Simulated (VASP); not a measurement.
# H17O8F in VASP: a series of runs, part 2 of 2

VASP 6.6.1. The steps go on from the part before.

## Step 4: Single point, PBE

INCAR reads:

```
PREC     = Accurate       # precision mode
ENCUT    = 520            # plane-wave cutoff, eV
EDIFF    = 1E-6           # SCF threshold, eV
ISMEAR   = -1             # smearing method
SIGMA    = 0.05           # smearing width, eV
LREAL    = F              # projectors in reciprocal space
LASPH    = T              # aspherical terms in the spheres
NELM     = 120            # most SCF steps
ALGO     = Normal         # electronic algorithm
ISIF     = 2              # what is computed and relaxed
LWAVE    = F              # write WAVECAR
LCHARG   = F              # write CHGCAR
GGA      = PE             # functional
NBANDS   = 55             # bands
GGA_COMPAT= F
```

KPOINTS reads:

```
regular mesh
0
Gamma
  1 1 1
```

POSCAR reads:

```
H17O8F
1.0
    6.4950650000      0.0000000000      0.0000000000
    0.0000000000      6.4950650000      0.0000000000
    0.0000000000      0.0000000000      6.4950650000
O H F
8 17 1
Direct
    0.9452407328      0.9030086689      0.5411801114
    0.1017541780      0.4688020828      0.3250005966
    0.8275821720      0.0726397657      1.1065940064
    0.3137920868      0.6097244600      0.6306942271
    0.6863672650      0.2299900001      0.5318191581
    0.2083889846      0.7767127812      0.0676667593
    0.2006446433      0.2318683493      0.8293373507
    0.6895235075      0.6107098235      0.7623326325
    0.8463502675      1.0179728763      0.5619343301
    0.9472114598      0.9240092285      0.3896342839
    0.1746710772      0.5824883970      0.2714060598
   -0.0326401660      0.5160533420      0.3185495449
    0.6946042880      0.0095918978      1.0640232238
    0.8858263928      0.1317461796      0.9742319746
    0.2202133466      0.5092173827      0.5607950036
    0.2372878485      0.7192999608      0.6821948664
    0.7245193081      0.3562243026      0.6153595076
    0.7257048236      0.2356558402      0.3960853356
    0.1276353662      0.8903375101      0.1357030299
    0.3522520560      0.8213312723      0.0954109004
    0.2137161060      0.3804734826      0.8281210427
    0.2030156742      0.1746094920      0.6924949943
    0.7920628970      0.7062131018      0.7054432866
    0.5701251643      0.6522644500      0.6796698724
    0.6416102071      0.6290776151     -0.0158427976
    0.6124342097      0.6791463981      0.1211227293
```

Potentials or basis: VASP PAW PBE potentials, release 64 (O, H, F).

Run with:

```sh
$ cat potpaw_PBE.64/O/POTCAR potpaw_PBE.64/H/POTCAR potpaw_PBE.64/F/POTCAR > POTCAR
$ mpirun -np 1 vasp_gam > vasp.out
```

OUTCAR:

```text
PREC = Accurate
   ENCUT = 520
   EDIFF = 1E-6
   ISMEAR = -1
   LREAL = F
   LASPH = T
   NELM = 120
   ISIF = 2
   GGA = PE

 ion  position               nearest neighbor table
   1  0.945  0.903  0.541-  10 0.99   9 0.99
   2  0.102  0.469  0.325-  12 0.93  11 0.94
   3  0.828  0.073  0.107-  13 1.00  14 1.01
   4  0.314  0.610  0.631-  16 0.93  15 1.00
   5  0.686  0.230  0.532-  18 0.92  17 1.01
   6  0.208  0.777  0.068-  20 0.99  19 1.01
   7  0.201  0.232  0.829-  22 0.96  21 0.97
   8  0.690  0.611  0.762-  24 0.98  23 0.98
   9  0.846  0.018  0.562-   1 0.99
  10  0.947  0.924  0.390-   1 0.99
  11  0.175  0.582  0.271-   2 0.94
  12  0.967  0.516  0.319-   2 0.93
  13  0.695  0.010  0.064-   3 1.00
  14  0.886  0.132  0.974-   3 1.01
[... 10 lines left out ...]
  25  0.642  0.629  0.984-  26 0.97
  26  0.612  0.679  0.121-  25 0.97

  LATTYP: Found a simple cubic cell.
 ALAT       =     6.4950650000

  Lattice vectors:

 A1 = (   6.4950650000,   0.0000000000,   0.0000000000)
 A2 = (   0.0000000000,   6.4950650000,   0.0000000000)
 A3 = (   0.0000000000,   0.0000000000,   6.4950650000)

Analysis of symmetry for initial positions (statically):
=====================================================================
 Subroutine PRICEL returns:
 Original cell was already a primitive cell.

 Routine SETGRP: Setting up the symmetry group for a
 simple cubic supercell.

 Subroutine GETGRP returns: Found  1 space group operations
 (whereof  1 operations were pure point group operations)
 out of a pool of 48 trial point group operations.

The static configuration has the point symmetry C_1 .

Analysis of symmetry for dynamics (positions and initial velocities):
=====================================================================
 Subroutine PRICEL returns:
 Original cell was already a primitive cell.

 Routine SETGRP: Setting up the symmetry group for a
 simple cubic supercell.

 Subroutine GETGRP returns: Found  1 space group operations
 (whereof  1 operations were pure point group operations)
 out of a pool of 48 trial point group operations.

The dynamic configuration has the point symmetry C_1 .

 Subroutine INISYM returns: Found  1 space group operations
 (whereof  1 operations are pure point group operations),
 and found     1 'primitive' translations

----------------------------------------------------------------------------------------

                                     Primitive cell

  volume of cell :     274.0000

  direct lattice vectors                    reciprocal lattice vectors
     6.495065000  0.000000000  0.000000000     0.153963047  0.000000000  0.000000000
     0.000000000  6.495065000  0.000000000     0.000000000  0.153963047  0.000000000
     0.000000000  0.000000000  6.495065000     0.000000000  0.000000000  0.153963047

  length of vectors
     6.495065000  6.495065000  6.495065000     0.153963047  0.153963047  0.153963047

  position of ions in fractional coordinates (direct lattice)
     0.945240733  0.903008669  0.541180111
     0.101754178  0.468802083  0.325000597
     0.827582172  0.072639766  0.106594006
     0.313792087  0.609724460  0.630694227
     0.686367265  0.229990000  0.531819158
     0.208388985  0.776712781  0.067666759
[... 18 lines left out ...]
     0.641610207  0.629077615  0.984157202
     0.612434210  0.679146398  0.121122729

  ion indices of the primitive-cell ions
   primitive index   ion index
                 1           1
                 2           2
                 3           3
                 4           4
                 5           5
                 6           6
[... 18 lines left out ...]
                25          25
                26          26

----------------------------------------------------------------------------------------

 KPOINTS: regular mesh

Automatic generation of k-mesh.
 Grid dimensions read from file:
 generate k-points for:    1    1    1

 Generating k-lattice:

  Cartesian coordinates                     Fractional coordinates (reciprocal lattice)
     0.153963047  0.000000000  0.000000000     1.000000000  0.000000000  0.000000000
     0.000000000  0.153963047  0.000000000     0.000000000  1.000000000  0.000000000
     0.000000000  0.000000000  0.153963047     0.000000000  0.000000000  1.000000000

  Length of vectors
     0.153963047  0.153963047  0.153963047

  Shift w.r.t. Gamma in fractional coordinates (k-lattice)
     0.000000000  0.000000000  0.000000000

 Subroutine IBZKPT returns following result:
 ===========================================

 Found      1 irreducible k-points:

 Following reciprocal coordinates:
            Coordinates               Weight
  0.000000  0.000000  0.000000      1.000000
   k-points           NKPTS =      1   k-points in BZ     NKDIM =      1   number of bands    NBANDS=     55
   number of dos      NEDOS =    301   number of ions     NIONS =     26
   total plane-waves  NPLWV = 110592
   dimension x,y,z NGX =    48 NGY =   48 NGZ =   48
   dimension x,y,z NGXF=    96 NGYF=   96 NGZF=   96
   ions per type =               8  17   1
   NGX,Y,Z   is equivalent  to a cutoff of  12.29, 12.29, 12.29 a.u.
   NGXF,Y,Z  is equivalent  to a cutoff of  24.57, 24.57, 24.57 a.u.
 SYSTEM =  unknown system
   PREC   = accura    normal or accurate (medium, high low for compatibility)
   ISTART =      0    job   : 0-new  1-cont  2-samecut
   ICHARG =      2    charge: 1-file 2-atom 10-const
   ISPIN  =      1    spin polarized calculation?
   LNONCOLLINEAR =      F non collinear calculations
   LSORBIT =      F    spin-orbit coupling
   LASPH  =      T    aspherical Exc in radial PAW
   ENCUT  =  520.0 eV  38.22 Ry    6.18 a.u.  12.08 12.08 12.08*2*pi/ulx,y,z
   NELM   =    120;   NELMIN=  2; NELMDL= -5     # of ELM steps
   EDIFF  = 0.1E-05   stopping-criterion for ELM
   LREAL  =      F    real-space projection
   EDIFFG = 0.1E-04   stopping-criterion for IOM
   NSW    =      0    number of steps for IOM
   IBRION =     -1    ionic relax: 0-MD 1-quasi-New 2-CG
   NFREE  =      0    steps in history (QN), initial steepest desc. (CG)
   ISIF   =      2    stress and relaxation
   ISYM   =      2    0-nonsym 1-usesym 2-fastsym
   POTIM  = 0.5000    time-step for ionic-motion
   TEBEG  =    0.0;   TEEND  =   0.0 temperature during run
   PSTRESS=    0.0 pullay stress
   NELECT =      72.0000    total number of electrons
   NUPDOWN=      -1.0000    fix difference up-down
   EMIN   =  10.00;   EMAX   =-10.00  energy-range for DOS
   EFERMI =   0.00;   METHOD = LEGACY
   ISMEAR =    -1;   SIGMA  =   0.05  broadening in eV -4-tet -1-fermi 0-gaus
   EFERMI_NEDOS =   21; number of points for ismear=-14 and -15
   IALGO  =     38    algorithm
   IMIX   =      4    mixing-type and parameters
     AMIX     =   0.40;   BMIX     =  1.00
     AMIX_MAG =   1.60;   BMIX_MAG =  1.00
  volume/ion in A,a.u.               =      10.54        71.12
  Fermi-wavevector in a.u.,A,eV,Ry     =   1.048581  1.981532 14.959919  1.099523
  Thomas-Fermi vector in A             =   2.183509
   LORBIT       =      0    0 simple, 1 ext, 2 COOP (PROOUT), +10 PAW based schemes
   GGA     = PE    functional components
[... 5 lines left out ...]
 non-spin polarized calculation
  energy-cutoff  :      520.00
  volume of cell :      274.00
 maximum number of plane-waves:      3625
   NGX = 25   NGY = 25   NGZ = 25

 number of electron      71.9999996 magnetization

 Free energy of the ion-electron system (eV)
  ---------------------------------------------------
  ext. energy  EPLUGINS =         0.00000000
  ---------------------------------------------------
  free energy    TOTEN  =      -124.02717354 eV

  energy without entropy =     -124.02717354  energy(sigma->0) =     -124.02717354

 E-fermi :  -2.5507     XC(G=0):  -6.6730

 val. band max:       -3.7633308490   @ k =   0.0000   0.0000   0.0000
 cond. band min:       0.6899449948   @ k =   0.0000   0.0000   0.0000
 fundamental gap:      4.4532758438
 Fermi energy:        -2.5506835048

 k-point     1 :       0.0000    0.0000    0.0000
  band No.  band energies     occupation
      1     -26.2522      2.00000
      2     -23.1251      2.00000
      3     -22.8324      2.00000
      4     -22.5747      2.00000
      5     -22.2507      2.00000
      6     -22.1706      2.00000
[... 40 lines left out ...]
     47       6.7308      0.00000
     48       6.9491      0.00000
 [bands above 48 left out]

------------------------ aborting loop because EDIFF is reached ----------------------------------------

  FORCE on cell =-STRESS in cart. coord.  units (eV):
  Direction    XX          YY          ZZ          XY          YZ          ZX
  --------------------------------------------------------------------------------------
  -------------------------------------------------------------------------------------
  Total        4.7537137      1.9259173      3.3381372     -1.2419546     -0.2640053     -1.7764832
  in kB       27.7966912     11.2615383     19.5193009     -7.2621598     -1.5437348    -10.3877425
  external PRESSURE =      19.5258435 kB  Pullay stress =       0.0000000 kB

 VOLUME and BASIS-vectors are now :
 -----------------------------------------------------------------------------
  energy-cutoff  :      520.00
  volume of cell :      274.00
      direct lattice vectors                 reciprocal lattice vectors
     6.495065000  0.000000000  0.000000000     0.153963047  0.000000000  0.000000000
     0.000000000  6.495065000  0.000000000     0.000000000  0.153963047  0.000000000
     0.000000000  0.000000000  6.495065000     0.000000000  0.000000000  0.153963047

 POSITION                                       TOTAL-FORCE (eV/Angst)
 -----------------------------------------------------------------------------------
      6.13940      5.86510      3.51500        -0.168294      0.225384     -0.959262
      0.66090      3.04490      2.11090         1.060961     -2.640522      1.125763
      5.37520      0.47180      0.69234        -0.288102      0.319116     -1.431938
      2.03810      3.96020      4.09640         1.418769     -1.938508     -0.483553
      4.45800      1.49380      3.45420        -0.751664      0.176390      4.099044
      1.35350      5.04480      0.43950         0.085277      1.654550      1.066654
[... 18 lines left out ...]
      4.16730      4.08590      6.39216         0.335755     -0.062340     -1.231484
      3.97780      4.41110      0.78670        -0.257454      0.331628      1.457712
 -----------------------------------------------------------------------------------
    total drift:                               -0.001381     -0.000331      0.000606

  FREE ENERGIE OF THE ION-ELECTRON SYSTEM (eV)
  ---------------------------------------------------
  free  energy   TOTEN  =      -124.0271735442 eV

  energy  without entropy=     -124.0271735441  energy(sigma->0) =     -124.02717354
```

Run time: 51 s. Hardware: 1 thread of Intel Xeon 8259CL, shared host; peak memory 0.3 GiB.

Results:

```yaml
Free_energy: -124.0272 eV
Pressure: 2.0 GPa
Largest_force: 4.171 eV/Å
Band_gap_on_the_k_mesh: 4.45 eV
```

Forces on the atoms (eV/Å):
```
O   -0.168  0.225 -0.959
O    1.061 -2.641  1.126
O   -0.288  0.319 -1.432
O    1.419 -1.939 -0.484
O   -0.752  0.176  4.099
O    0.085  1.655  1.067
O   -0.544 -0.709  1.165
O    0.817  0.061 -0.416
H   -0.201  0.373  0.771
H    0.268 -0.657  0.452
H    1.286  1.469 -1.260
H   -2.733  0.602 -0.115
H    0.904  0.171  0.327
H   -0.180 -0.403  1.399
H    0.257  0.888 -0.383
H   -1.623  1.775  0.757
H   -0.391 -0.801 -1.054
H    0.980  0.715 -3.184
H    0.394 -0.787 -1.057
H   -0.571 -0.597 -0.253
H    0.293  0.165 -0.425
H    0.057  0.236 -0.470
H    0.692  0.082  0.084
H   -1.140 -0.649  0.018
H    0.336 -0.062 -1.231
F   -0.257  0.332  1.458
```

Caveat: the k points lie up to 0.97 Å⁻¹ apart.
